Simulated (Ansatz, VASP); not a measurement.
**One calculation of Zr5Pt3, two programs**

```
Zr Pt
1.0
     8.18200    0.00000    0.00000
    -4.09100    7.08582    0.00000
     0.00000    0.00000    5.38400
Zr Pt
10 6
Direct
  0.33333 0.66667 0.50000
  0.66667 0.33333 0.50000
  0.66667 0.33333 0.00000
  0.33333 0.66667 0.00000
  0.75700 0.00000 0.25000
  0.00000 0.75700 0.25000
  0.24300 0.24300 0.25000
  0.24300 0.00000 0.75000
  0.00000 0.24300 0.75000
  0.75700 0.75700 0.75000
  0.39737 0.00000 0.25000
  0.00000 0.39737 0.25000
  0.60263 0.60263 0.25000
  0.60263 0.00000 0.75000
  0.00000 0.60263 0.75000
  0.39737 0.39737 0.75000
```

Alike in both runs: task single point; functional PBE; k mesh 3 × 3 × 4; occupations gaussian, width 0.1 eV; no spin polarisation.

```csv
,VASP,Ansatz
version,VASP 6.6.1,Ansatz 0.2.0
potentials or method,"VASP PAW PBE potentials, release 64 (Zr_sv, Pt), cutoff 520 eV","scalar-relativistic, plane waves, PAW"
valence electrons in the cell,180,228
```

Ansatz gave:

* gap on the k mesh at the Fermi level (eV): none
* pressure (GPa): 4.3
* traceless stress, the component that is largest in VASP (GPa): -0.51
* rms of the force components (eV/Å): 0.049

Q: Estimate VASP's values.

A: gap on the k mesh at the Fermi level (eV): none; pressure (GPa): 4.2; traceless stress, the component that is largest in VASP (GPa): -0.45; rms of the force components (eV/Å): 0.052.

Atom by atom the forces differ by 0.004 eV/Å (rms over components). A gap of «none» marks a metal or a gap that the smearing closes. With one functional, cell and mesh, what is left measures potentials, basis and numerics. VASP's potentials hold 180 valence electrons a cell and Ansatz's 228, so a difference there can come from the potentials and not from the codes.

Spin-orbit coupling is off throughout.
